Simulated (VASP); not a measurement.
Here is a VASP 6.6.1 calculation.

File INCAR:

```
  PREC = Accurate
  ENCUT = 520
  EDIFF = 1E-7
  ISMEAR = 1
  SIGMA = 0.02
  LREAL = False
  LASPH = True
  NELM = 100
  ALGO = Normal
  ISIF = 2
  LWAVE = False
  LCHARG = False
  NBANDS = 33
```

Contents of KPOINTS:

```
Automatic mesh
0
Gamma
  4 4 4
```

POSCAR

```
TiO2
1.0
   -1.8921000000      1.8921000000      4.7573000000
    1.8921000000     -1.8921000000      4.7573000000
    1.8921000000      1.8921000000     -4.7573000000
Ti O
2 4
Direct
    0.0000000000      0.0000000000      0.0000000000
    0.7500000000      0.2500000000      0.5000000000
    0.2081000000      0.2081000000      0.0000000000
    0.9581000000      0.4581000000      0.5000000000
    0.5419000000      0.0419000000      0.5000000000
    0.7919000000      0.7919000000      0.0000000000
```

Potentials or basis: VASP PAW LDA potentials, release 64 (Ti_sv, O).

Run with:

```console
$ cat potpaw_LDA.64/Ti_sv/POTCAR potpaw_LDA.64/O/POTCAR > POTCAR
$ mpirun -np 1 vasp_std > vasp.out
```

(1) What does it give for the band gap on the k mesh?

(2) What does it give for the largest force?

(3) What does it give for the pressure?

## Answers

(1) 2.03 eV, indirect (least direct gap 2.34 eV).

(2) 0.081 eV/Å.

(3) -5.6 GPa.

Caveat: the k points lie up to 0.59 Å⁻¹ apart.
